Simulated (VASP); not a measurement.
Set up this calculation in VASP 6.6.1, as the native input.

```yaml
Task: single point
Functional: r2SCAN
Potentials_or_basis: VASP PAW PBE potentials, release 64 (Sr_sv)
Cutoff: 520 eV
k_mesh: 6 × 6 × 6
Occupations: fermi-dirac, width 0.05 eV
Spin: no spin polarisation
Dipole_correction: no
Further_INCAR_settings: ALGO = Normal; EDIFF = 1e-07; NBANDS = 11
```

Sr:

```xyz
1
Lattice="0.0000 3.0440 3.0440 3.0440 0.0000 3.0440 3.0440 3.0440 0.0000" Properties=species:S:1:pos:R:3 pbc="T T T"
Sr    0.0000    0.0000    0.0000
```

The input as run:

POSCAR

```
Sr
1.0
    0.0000000000      3.0439848623      3.0439848623
    3.0439848623      0.0000000000      3.0439848623
    3.0439848623      3.0439848623      0.0000000000
Sr
1
Direct
    0.0000000000      0.0000000000      0.0000000000
```

INCAR.step1

```
PREC     = Accurate       # precision mode
ENCUT    = 520            # plane-wave cutoff, eV
ISMEAR   = -1             # smearing method
SIGMA    = 0.05           # smearing width, eV
LREAL    = False          # projectors in reciprocal space
LASPH    = True           # aspherical terms in the spheres
NELM     = 100            # most SCF steps
NBANDS   = 11             # bands
GGA      = PE             # functional
ALGO     = Normal         # electronic algorithm
EDIFF    = 1E-4           # SCF threshold, eV
LWAVE    = True           # write WAVECAR
LCHARG   = False          # write CHGCAR
```

INCAR.step2

```
PREC     = Accurate       # precision mode
ENCUT    = 520            # plane-wave cutoff, eV
EDIFF    = 1E-7           # SCF threshold, eV
ISMEAR   = -1             # smearing method
SIGMA    = 0.05           # smearing width, eV
LREAL    = False          # projectors in reciprocal space
LASPH    = True           # aspherical terms in the spheres
NELM     = 100            # most SCF steps
ALGO     = Normal         # electronic algorithm
ISIF     = 2              # what is computed and relaxed
LWAVE    = False          # write WAVECAR
LCHARG   = False          # write CHGCAR
METAGGA  = R2SCAN         # meta-GGA
LMIXTAU  = True         
NBANDS   = 11             # bands
ISTART   = 1
```

KPOINTS

```
regular mesh
0
Gamma
  6 6 6
```

Potentials or basis: VASP PAW PBE potentials, release 64 (Sr_sv).

Run with:

```bash
$ cat potpaw_PBE.64/Sr_sv/POTCAR > POTCAR
$ cp INCAR.step1 INCAR
$ mpirun -np 1 vasp_std > vasp.out
$ cp INCAR.step2 INCAR
$ mpirun -np 1 vasp_std > vasp.out
```

Results of the run:

- Pressure: 0.1 GPa
- Band gap on the k mesh: zero (band 5 reaches 1.52 eV, above the bottom of band 6 at 1.46 eV)

Caveat: the PAW data sets were made with another functional, which shifts forces and pressure a little.

Wall time 28 s on 1 thread of Intel(R) Xeon(R) 6975P-C (Granite Rapids), on a shared host, peak memory 0.18 GiB.
